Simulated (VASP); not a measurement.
Rh, 1 atom in the cell. Symmetry: Im-3m, No. 229, cubic system. Conventional cell: a = 3.118 Å, b = 3.118 Å, c = 3.118 Å, α = 90.00°, β = 90.00°, γ = 90.00°. Rh (site symmetry m-3m) has 14 Rh at 2.70 to 3.12 Å within 3.6 Å. This isn't the form of Rh at room conditions, which is fcc.

| Property | Result |
| --- | --- |
| Program | VASP 6.6.1 |
| Task | single point |
| Functional | PBE |
| Potentials or basis | VASP PAW PBE potentials, release 64 (Rh_pv) |
| Cutoff | 520 eV |
| k mesh | 8 × 8 × 8 |
| Occupations | gaussian, width 0.1 eV |
| Spin | no spin polarisation |
| Dipole correction | no |
| Further INCAR settings | ALGO = Fast; EDIFF = 1e-07; NBANDS = 14 |

Potentials or basis: VASP PAW PBE potentials, release 64 (Rh_pv).

Command:

```bash
$ cat potpaw_PBE.64/Rh_pv/POTCAR > POTCAR
$ mpirun -np 1 vasp_std > vasp.out
```

Hardware: 1 thread of Intel Xeon 8259CL, on a shared host.

Q: Estimate the wall time of this run.

A: It took 23 s on 1 thread of Intel Xeon 8259CL (shared host), peak memory 0.12 GiB. Counts: scf iterations 14, k points 29.
